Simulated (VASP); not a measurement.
# SiO2 (P4_2/mnm) in VASP: further runs, part 2 of 2

VASP 6.6.1.

## 4. Single point, PBE (strain +2.0%)

The input, INCAR:

```
SYSTEM = SiO2
  PREC = Accurate
  ENCUT = 520
  EDIFF = 1E-6
  ISMEAR = -1
  SIGMA = 0.02
  LREAL = .FALSE.
  LASPH = .TRUE.
  NELM = 60
  ALGO = Normal
  ISIF = 2
  LWAVE = .FALSE.
  LCHARG = .TRUE.
  GGA = PE
  LELF = .TRUE.
  LVHAR = .TRUE.
  NBANDS = 25
```

The input, KPOINTS:

```
Automatic mesh
0
G
  6 6 10
  0 0 0
```

The input, POSCAR:

```
SiO2
1.0
    4.2688925746      0.0000000000      0.0000000000
    0.0000000000      4.2688925746      0.0000000000
    0.0000000000      0.0000000000      2.7222166888
Si O
2 4
Direct
    0.0000000000      0.0000000000      0.0000000000
    0.5000000000      0.5000000000      0.5000000000
    0.3084021612      0.3084021612      0.0000000000
    0.1915978388      0.8084021612      0.5000000000
    0.8084021612      0.1915978388      0.5000000000
    0.6915978388      0.6915978388      0.0000000000
```

Potentials or basis: VASP PAW PBE potentials, release 64 (Si, O).

Started as:

```console
$ cat potpaw_PBE.64/Si/POTCAR potpaw_PBE.64/O/POTCAR > POTCAR
$ mpirun -np 1 vasp_std > vasp.out
```

OUTCAR:

```text
SYSTEM = SiO2
   PREC = Accurate
   ENCUT = 520
   EDIFF = 1E-6
   ISMEAR = -1
   LREAL = .FALSE.
   LASPH = .TRUE.
   NELM = 60
   ISIF = 2
   GGA = PE

 ion  position               nearest neighbor table
   1  0.000  0.000  0.000-   4 1.79   5 1.79   4 1.79   5 1.79   3 1.86   6 1.86
   2  0.500  0.500  0.500-   3 1.79   6 1.79   3 1.79   6 1.79   5 1.86   4 1.86
   3  0.308  0.308  0.000-   2 1.79   2 1.79   1 1.86
   4  0.192  0.808  0.500-   1 1.79   1 1.79   2 1.86
   5  0.808  0.192  0.500-   1 1.79   1 1.79   2 1.86
   6  0.692  0.692  0.000-   2 1.79   2 1.79   1 1.86

  LATTYP: Found a simple tetragonal cell.
 ALAT       =     4.2688925746
 C/A-ratio  =     0.6376868570

  Lattice vectors:

 A1 = (   4.2688925746,   0.0000000000,   0.0000000000)
 A2 = (   0.0000000000,   4.2688925746,   0.0000000000)
 A3 = (   0.0000000000,   0.0000000000,   2.7222166888)

Analysis of symmetry for initial positions (statically):
=====================================================================
 Subroutine PRICEL returns:
 Original cell was already a primitive cell.

 Routine SETGRP: Setting up the symmetry group for a
 simple tetragonal supercell.

 Subroutine GETGRP returns: Found 16 space group operations
 (whereof  8 operations were pure point group operations)
 out of a pool of 16 trial point group operations.

The static configuration has the point symmetry D_2h.
 The point group associated with its full space group is D_4h.

Analysis of symmetry for dynamics (positions and initial velocities):
=====================================================================
 Subroutine PRICEL returns:
 Original cell was already a primitive cell.

 Routine SETGRP: Setting up the symmetry group for a
 simple tetragonal supercell.

 Subroutine GETGRP returns: Found 16 space group operations
 (whereof  8 operations were pure point group operations)
 out of a pool of 16 trial point group operations.

The dynamic configuration has the point symmetry D_2h.
 The point group associated with its full space group is D_4h.

 Subroutine INISYM returns: Found 16 space group operations
 (whereof  8 operations are pure point group operations),
 and found     1 'primitive' translations

----------------------------------------------------------------------------------------

                                     Primitive cell

  volume of cell :      49.6082

  direct lattice vectors                    reciprocal lattice vectors
     4.268892575  0.000000000  0.000000000     0.234252791  0.000000000  0.000000000
     0.000000000  4.268892575  0.000000000     0.000000000  0.234252791  0.000000000
     0.000000000  0.000000000  2.722216689     0.000000000  0.000000000  0.367347685

  length of vectors
     4.268892575  4.268892575  2.722216689     0.234252791  0.234252791  0.367347685

  position of ions in fractional coordinates (direct lattice)
     0.000000000  0.000000000  0.000000000
     0.500000000  0.500000000  0.500000000
     0.308402161  0.308402161  0.000000000
     0.191597839  0.808402161  0.500000000
     0.808402161  0.191597839  0.500000000
     0.691597839  0.691597839  0.000000000

  ion indices of the primitive-cell ions
   primitive index   ion index
                 1           1
[... 25 lines left out ...]
     0.000000000  0.000000000  0.000000000

 Subroutine IBZKPT returns following result:
 ===========================================

 Found     60 irreducible k-points:

 Following reciprocal coordinates:
            Coordinates               Weight
  0.000000  0.000000  0.000000      1.000000
  0.166667  0.000000  0.000000      4.000000
  0.333333  0.000000  0.000000      4.000000
  0.500000  0.000000  0.000000      2.000000
  0.166667  0.166667  0.000000      4.000000
  0.333333  0.166667  0.000000      8.000000
[... 16 lines left out ...]
  0.333333  0.000000  0.200000      8.000000
  0.500000  0.000000  0.200000      4.000000
 [... further k-points ...]
   k-points           NKPTS =     60   k-points in BZ     NKDIM =     60   number of bands    NBANDS=     25
   number of dos      NEDOS =    301   number of ions     NIONS =      6
   total plane-waves  NPLWV =  20480
   dimension x,y,z NGX =    32 NGY =   32 NGZ =   20
   dimension x,y,z NGXF=    64 NGYF=   64 NGZF=   40
   ions per type =               2   4
   NGX,Y,Z   is equivalent  to a cutoff of  12.46, 12.46, 12.21 a.u.
   NGXF,Y,Z  is equivalent  to a cutoff of  24.92, 24.92, 24.43 a.u.
 SYSTEM =  SiO2
   PREC   = accura    normal or accurate (medium, high low for compatibility)
   ISTART =      0    job   : 0-new  1-cont  2-samecut
   ICHARG =      2    charge: 1-file 2-atom 10-const
   ISPIN  =      1    spin polarized calculation?
   LNONCOLLINEAR =      F non collinear calculations
   LSORBIT =      F    spin-orbit coupling
   LASPH  =      T    aspherical Exc in radial PAW
   ENCUT  =  520.0 eV  38.22 Ry    6.18 a.u.   7.94  7.94  5.06*2*pi/ulx,y,z
   NELM   =     60;   NELMIN=  2; NELMDL= -5     # of ELM steps
   EDIFF  = 0.1E-05   stopping-criterion for ELM
   LREAL  =      F    real-space projection
   EDIFFG = 0.1E-04   stopping-criterion for IOM
   NSW    =      0    number of steps for IOM
   IBRION =     -1    ionic relax: 0-MD 1-quasi-New 2-CG
   NFREE  =      0    steps in history (QN), initial steepest desc. (CG)
   ISIF   =      2    stress and relaxation
   ISYM   =      2    0-nonsym 1-usesym 2-fastsym
   POTIM  = 0.5000    time-step for ionic-motion
   TEBEG  =    0.0;   TEEND  =   0.0 temperature during run
   PSTRESS=    0.0 pullay stress
   NELECT =      32.0000    total number of electrons
   NUPDOWN=      -1.0000    fix difference up-down
   EMIN   =  10.00;   EMAX   =-10.00  energy-range for DOS
   EFERMI =   0.00;   METHOD = LEGACY
   ISMEAR =    -1;   SIGMA  =   0.02  broadening in eV -4-tet -1-fermi 0-gaus
   EFERMI_NEDOS =   21; number of points for ismear=-14 and -15
   IALGO  =     38    algorithm
   IMIX   =      4    mixing-type and parameters
     AMIX     =   0.40;   BMIX     =  1.00
     AMIX_MAG =   1.60;   BMIX_MAG =  1.00
  volume/ion in A,a.u.               =       8.27        55.80
  Fermi-wavevector in a.u.,A,eV,Ry     =   1.414514  2.673043 27.223197  2.000849
  Thomas-Fermi vector in A             =   2.536048
   LORBIT       =      0    0 simple, 1 ext, 2 COOP (PROOUT), +10 PAW based schemes
   GGA     = PE    functional components
   LHFCALC =     F    Hartree Fock is set to
   AEXX    =    0.0000 exact exchange contribution
   IVDW    =     0    specifies the selected vdW correction
   LEPSILON=     F    determine dielectric tensor
   LRPA    =     F    only Hartree local field effects (RPA)
 non-spin polarized calculation
  energy-cutoff  :      520.00
  volume of cell :       49.61
 maximum number of plane-waves:      1356
 NGX is ok and might be reduce to    32
   NGX = 15   NGY = 15   NGZ = 11

 number of electron      31.9999996 magnetization

 Free energy of the ion-electron system (eV)
  ---------------------------------------------------
  ext. energy  EPLUGINS =         0.00000000
  ---------------------------------------------------
  free energy    TOTEN  =       -46.28680961 eV

  energy without entropy =      -46.28680961  energy(sigma->0) =      -46.28680961

 E-fermi :   7.7574     XC(G=0): -11.9388

 val. band max:        7.3600468814   @ k =   0.0000   0.0000   0.0000
 cond. band min:      11.9605327007   @ k =   0.0000   0.0000   0.0000
 fundamental gap:      4.6004858193
 Fermi energy:         7.7573650967

 k-point     1 :       0.0000    0.0000    0.0000
  band No.  band energies     occupation
      1     -14.5761      2.00000
      2     -11.2134      2.00000
      3     -11.2134      2.00000
      4     -11.1374      2.00000
      5      -2.9931      2.00000
      6       1.3376      2.00000
[... 661 lines left out ...]
     24      19.6478      0.00000
     25      21.1129      0.00000

 [... further k-points ...]
[... 5 lines left out ...]
  --------------------------------------------------------------------------------------
  -------------------------------------------------------------------------------------
  Total       -1.7164693     -1.7164693     -3.0496793     -0.0000000      0.0000000      0.0000000
  in kB      -55.4362039    -55.4362039    -98.4944164     -0.0000000      0.0000000      0.0000000
  external PRESSURE =     -69.7889414 kB  Pullay stress =       0.0000000 kB

 VOLUME and BASIS-vectors are now :
 -----------------------------------------------------------------------------
  energy-cutoff  :      520.00
  volume of cell :       49.61
      direct lattice vectors                 reciprocal lattice vectors
     4.268892575  0.000000000  0.000000000     0.234252791  0.000000000  0.000000000
     0.000000000  4.268892575  0.000000000     0.000000000  0.234252791  0.000000000
     0.000000000  0.000000000  2.722216689     0.000000000  0.000000000  0.367347685

 POSITION                                       TOTAL-FORCE (eV/Angst)
 -----------------------------------------------------------------------------------
      0.00000      0.00000      0.00000         0.000000      0.000000      0.000000
      2.13445      2.13445      1.36111         0.000000      0.000000      0.000000
      1.31654      1.31654      0.00000        -0.078356     -0.078356     -0.000000
      0.81791      3.45098      1.36111         0.078356     -0.078356     -0.000000
      3.45098      0.81791      1.36111        -0.078356      0.078356      0.000000
      2.95236      2.95236      0.00000         0.078356      0.078356      0.000000
 -----------------------------------------------------------------------------------
    total drift:                                0.000000     -0.000000     -0.000000

  FREE ENERGIE OF THE ION-ELECTRON SYSTEM (eV)
  ---------------------------------------------------
  free  energy   TOTEN  =       -46.2868096099 eV

  energy  without entropy=      -46.2868096099  energy(sigma->0) =      -46.28680961
```

It took 32 s on 1 thread of Intel Xeon Platinum 8488C (Sapphire Rapids), shared host; peak memory 0.18 GiB.

Results:

| Item | Value |
| --- | --- |
| Free energy | -46.2868 eV |
| Pressure | -7.0 GPa |
| Largest force | 0.111 eV/Å |
| Band gap on the k mesh | 4.60 eV |

Forces on the atoms (eV/Å):
```
Si   0.000  0.000  0.000
Si   0.000  0.000  0.000
O   -0.078 -0.078  0.000
O    0.078 -0.078  0.000
O   -0.078  0.078  0.000
O    0.078  0.078  0.000
```

Stress tensor (GPa, compression positive):
```
-5.54  0.00  0.00
 0.00 -5.54  0.00
 0.00  0.00 -9.85
```

Caveat: the cell differs from its parent crystal (strain +2.0%); the cell stands under tension. A k mesh can miss the band edges.

## 5. The runs side by side

```csv
cell,gap on the mesh (eV),pressure (GPa),largest force (eV/Å)
"a = 4.143, b = 4.143, c = 2.642 Å, 6 atoms, atomic positions A",6.05,20.1,0.10
"a = 4.227, b = 4.227, c = 2.696 Å, 6 atoms, atomic positions B",5.06,0.8,0.10
"a = 4.269, b = 4.269, c = 2.722 Å, 6 atoms, atomic positions B",4.60,-7.0,0.11
```

Alike in all rows: task single point; level PBE; potentials or basis VASP PAW PBE potentials, release 64 (Si, O); no spin polarisation; k mesh 6 × 6 × 10; cutoff (eV) 520; smearing fermi-dirac 0.02 eV.

Caveats: the cell stands under pressure (at least some runs); the cell stands under tension (at least some runs).

Total energies depend on the potentials used, so only differences within one code and one set of settings carry meaning.
